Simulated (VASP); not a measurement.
Set up this calculation in VASP 6.6.1, as the native input.

```yaml
Task: single point
Functional: PBEsol
Potentials_or_basis: VASP PAW PBE potentials, release 64 (Os_sv_GW)
Cutoff: 500 eV
k_mesh: 11 × 11 × 6
Occupations: fermi-dirac, width 0.05 eV
Spin: no spin polarisation
Dipole_correction: no
Second_run: valence_matched
Further_INCAR_settings: ALGO = Normal; EDIFF = 1e-06; NBANDS = 23
```

The structure of Os lies in POSCAR:

```
Os
1.0
    2.6782863798      0.0000000000      0.0000000000
   -1.3391431899      2.3194640436      0.0000000000
    0.0000000000      0.0000000000      4.2315181138
Os
2
Direct
    0.6666666667      0.3333333333      0.7500000000
    0.3333333333      0.6666666667      0.2500000000
```

One way to write it, as run:

INCAR

```
SYSTEM = Os
ALGO = Normal ; EDIFF = 1E-6
ENCUT = 500 ; GGA = PS
GGA_COMPAT = .FALSE. ; ISIF = 2
ISMEAR = -1 ; LASPH = .TRUE.
LCHARG = .FALSE. ; LREAL = .FALSE.
LWAVE = .FALSE. ; NBANDS = 23
NELM = 120 ; PREC = Accurate
SIGMA = 0.05
```

KPOINTS

```
k-points
0
G
  11 11 6
  0 0 0
```

Potentials or basis: VASP PAW PBE potentials, release 64 (Os_sv_GW).

The run is started by

```console
$ cat potpaw_PBE.64/Os_sv_GW/POTCAR > POTCAR
$ mpirun -np 1 vasp_std > vasp.out
```

Results of the run:

```json
{
 "Pressure": "24.8 GPa",
 "Band gap on the k mesh": "zero (band 16 reaches 17.18 eV, above the bottom of band 17 at 12.87 eV)"
}
```

Caveat: the PAW data sets were made with another functional, which shifts forces and pressure a little; spin-orbit coupling is left out, which moves the levels of the heavy elements.

Wall time 44 s on 1 thread of AMD EPYC 7R43 64-Core Processor (Zen 3) (shared host), peak memory 0.12 GiB.
